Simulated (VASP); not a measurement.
**InP: single point with PBE**

InP:

```
In P
1.0
     0.00000    2.77198    2.77198
     2.77198    0.00000    2.77198
     2.77198    2.77198    0.00000
In P
1 1
Direct
  0.00000 0.00000 0.00000
  0.50000 0.50000 0.50000
```

| Item | Value |
| --- | --- |
| Program | VASP 6.6.1 |
| Task | single point |
| Functional | PBE |
| Potentials or basis | VASP PAW PBE potentials, release 64 (In_d, P) |
| Cutoff | 520 eV |
| k mesh | 14 × 14 × 14 |
| Occupations | fermi-dirac, width 0.15 eV |
| Spin | no spin polarisation |
| Dipole correction | no |
| Further INCAR settings | ALGO = Normal; EDIFF = 1e-07; NBANDS = 16 |

```
Pressure               : 0.0 GPa
Band gap on the k mesh : zero (bands 9 and 10 overlap by 2.62 eV)
```

Levels at points of the mesh, in eV from the Fermi level:
| k point | band 7 | band 8 | band 9 | band 10 | band 11 | band 12 |
| --- | --- | --- | --- | --- | --- | --- |
| (0.00, 0.00, 0.00) | -0.31 | -0.31 | -0.31 | 0.47 | 7.07 | 7.07 |
| (0.50, 0.00, 0.00) | -6.64 | 0.11 | 0.11 | 2.46 | 3.38 | 3.38 |
| (0.50, 0.50, 0.00) | -4.95 | -2.53 | -2.35 | -2.35 | 3.82 | 9.81 |

Wall time 81 s on 1 thread of Intel Xeon 8259CL (shared host), peak memory 0.22 GiB.

Caveat: spin-orbit coupling is left out, which moves the levels of the heavy elements.
